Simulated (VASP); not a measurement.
Os, 2 atoms in the cell. Symmetry: P6_3/mmc, No. 194, hexagonal system. The conventional cell has a = 2.736 Å, b = 2.736 Å, c = 4.322 Å, α = 90.00°, β = 90.00°, γ = 120.00°. Within 3.5 Å of Os (site symmetry -6m2) lie 12 Os at 2.68 to 2.74 Å. 

* Program: VASP 6.6.1
* Task: single point
* Functional: r2SCAN
* Potentials or basis: VASP PAW PBE potentials, release 64 (Os)
* Cutoff: 520 eV
* k mesh: 18 × 18 × 10
* Occupations: gaussian, width 0.1 eV
* Spin: no spin polarisation
* Dipole correction: no
* Further INCAR settings: ALGO = Normal; EDIFF = 1e-07; NBANDS = 15

Potentials or basis: VASP PAW PBE potentials, release 64 (Os).

Command:

```sh
$ cat potpaw_PBE.64/Os/POTCAR > POTCAR
$ cp INCAR.step1 INCAR
$ mpirun -np 1 vasp_std > vasp.out
$ cp INCAR.step2 INCAR
$ mpirun -np 1 vasp_std > vasp.out
```

Hardware: 1 thread of Intel(R) Xeon(R) 6975P-C (Granite Rapids) (shared host).

Task: How long does it take, and how much memory?

Result: It took 120 s on 1 thread of Intel(R) Xeon(R) 6975P-C (Granite Rapids), with other jobs on the host, peak memory 0.2 GiB. Counts: k points 222.
